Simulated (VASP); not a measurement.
Input of a VASP 6.6.1 run:

The input INCAR:

```
ALGO     = Normal         # electronic algorithm
EDIFF    = 1E-6           # SCF threshold, eV
ENCUT    = 520            # plane-wave cutoff, eV
GGA      = PS             # functional
ISIF     = 2              # what is computed and relaxed
ISMEAR   = -1             # smearing method
LASPH    = T              # aspherical terms in the spheres
LCHARG   = T              # write CHGCAR
LELF     = T              # ELF
LREAL    = F              # projectors in reciprocal space
LVHAR    = T            
LWAVE    = F              # write WAVECAR
NBANDS   = 18             # bands
NELM     = 60             # most SCF steps
PREC     = Accurate       # precision mode
SIGMA    = 0.05           # smearing width, eV
```

KPOINTS

```
k-points
0
Gamma
  6 6 4
```

Contents of POSCAR:

```
Sb
1.0
    4.2809363734      0.0000000000      0.4388065903
    0.0000000000      4.3014090616      0.0000000000
   -0.6317423798      0.0000000000      6.1903964423
Sb
4
Direct
    0.2500613509      0.2500000000      0.7499579564
    0.7500143836      0.7500000000      0.7501231911
    0.2499856164      0.2500000000      0.2498768089
    0.7499386491      0.7500000000      0.2500420436
```

Potentials or basis: VASP PAW PBE potentials, release 64 (Sb).

Command:

```sh
$ cat potpaw_PBE.64/Sb/POTCAR > POTCAR
$ mpirun -np 1 vasp_std > vasp.out
```

(1) Estimate the band gap on the k mesh.

(2) Estimate the pressure.

Answers

(1) zero (bands 10 and 11 overlap by 0.87 eV).

(2) 0.1 GPa.

Caveat: the PAW data sets were made with another functional, which shifts forces and pressure a little; spin-orbit coupling is left out, which moves the levels of the heavy elements.
